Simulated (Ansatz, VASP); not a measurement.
## Two plane-wave programs on Ti4C

File INCAR:

```
ALGO     = Normal         # electronic algorithm
EDIFF    = 1E-6           # SCF threshold, eV
EDIFFG   = -0.01          # ionic threshold
ENCUT    = 600            # plane-wave cutoff, eV
GGA      = PE             # functional
IBRION   = 2              # ionic algorithm
ISIF     = 3              # what is computed and relaxed
ISMEAR   = 0              # smearing method
LASPH    = True           # aspherical terms in the spheres
LCHARG   = False          # write CHGCAR
LREAL    = False          # projectors in reciprocal space
LWAVE    = False          # write WAVECAR
NELM     = 60             # most SCF steps
NSW      = 100            # ionic steps
PREC     = Accurate       # precision mode
SIGMA    = 0.1            # smearing width, eV
```

File KPOINTS:

```
k-points
0
Gamma
  14 14 14
```

The input POSCAR:

```
Ti4C
1.0
   -3.5671440361      3.5671440361      1.4188816255
    3.5671440361     -3.5671440361      1.4188816255
    3.5671440361      3.5671440361     -1.4188816255
Ti C
4 1
Direct
    0.2469917186      0.5000000000      0.7469917186
    0.5000000000      0.7530082814      0.2530082814
    0.5000000000      0.2469917186      0.7469917186
    0.7530082814      0.5000000000      0.2530082814
    0.0000000000      0.0000000000      0.0000000000
```

Input for Ansatz:

```yaml
crystal:
  lattice:
    - [-3.5671440361, 3.5671440361, 1.4188816255]
    - [3.5671440361, -3.5671440361, 1.4188816255]
    - [3.5671440361, 3.5671440361, -1.4188816255]
  atoms:
    - { symbol: Ti, position: [0.2469917186, 0.5, 0.7469917186] }
    - { symbol: Ti, position: [0.5, 0.7530082814, 0.2530082814] }
    - { symbol: Ti, position: [0.5, 0.2469917186, 0.7469917186] }
    - { symbol: Ti, position: [0.7530082814, 0.5, 0.2530082814] }
    - { symbol: C, position: [0.0, 0.0, 0.0] }
basis:
  ecutwfc: 420
kpoints:
  mp_grid: { grid: [14, 14, 14] }
hamiltonian:
  xc: pbe
scf:
  occupations: { method: gaussian, width: 0.1 }
output:
  forces: true
  stress: true
  eigenvalues: true
relax:
  adjacent_minimum: "off"
  f_tol: 0.01
  max_steps: 80
  cell: { stress_tol: 0.05 }
```

Change from the starting cell: species swapped into the ScAg4 type (I4/m, No. 87).

Alike in both runs: task relaxation of cell and atoms; functional PBE; k mesh 14 × 14 × 14; occupations gaussian, width 0.1 eV; no spin polarisation.

```csv
,VASP,Ansatz
version,VASP 6.6.1,Ansatz 0.2.0
potentials or method,"VASP PAW PBE potentials, release 64 (Ti_sv, C), cutoff 600 eV","scalar-relativistic, plane waves, PAW"
valence electrons in the cell,52,52
```

VASP gave:

```
gap on the k mesh at the Fermi level, each at its own relaxed structure (eV) : none
relaxed volume (Å³/atom)                                                     : 14.41
relaxed length of the cell vector where the two differ most in proportion (Å)              : 5.234
```

Task: What did Ansatz give for the same quantities?

Result: gap on the k mesh at the Fermi level, each at its own relaxed structure (eV): none; relaxed volume (Å³/atom): 14.42; relaxed length of the cell vector where the two differ most in proportion (Å): 5.235.

A gap of «none» marks a metal or a gap that the smearing closes.
